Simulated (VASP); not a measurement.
Ge, 1 atom in the cell. The structure is tetragonal, space group I4/mmm (No. 139). The conventional cell has a = 3.217 Å, b = 3.217 Å, c = 3.746 Å, α = 90.00°, β = 90.00°, γ = 90.00°. Within 3.9 Å of Ge (site symmetry 4/mmm) lie 14 Ge at 2.95 to 3.75 Å. 

- Program: VASP 6.6.1
- Task: relaxation of cell and atoms
- Functional: BLYP
- Dispersion: D3(BJ)
- Potentials or basis: VASP PAW PBE potentials, release 64 (Ge_d)
- Cutoff: 600 eV
- k mesh: 12 × 12 × 12
- Occupations: fermi-dirac, width 0.05 eV
- Spin: no spin polarisation
- Dipole correction: no
- Further INCAR settings: ALGO = Normal; EDIFF = 1e-06; IBRION = 2; EDIFFG = -0.01; NSW = 60; ISIF = 3

Potentials or basis: VASP PAW PBE potentials, release 64 (Ge_d).

Command:

```bash
$ cat potpaw_PBE.64/Ge_d/POTCAR > POTCAR
$ mpirun -np 1 vasp_std > vasp.out
```

Hardware: 1 thread of Intel(R) Xeon(R) 6975P-C (Granite Rapids), with other jobs on the host.

Task: Estimate the wall time of this run.

Result: Run time: 2.3 min on 1 thread of Intel(R) Xeon(R) 6975P-C (Granite Rapids), with other jobs on the host, peak memory 0.19 GiB. Counts: scf iterations 115, k points 163, ion steps 19.
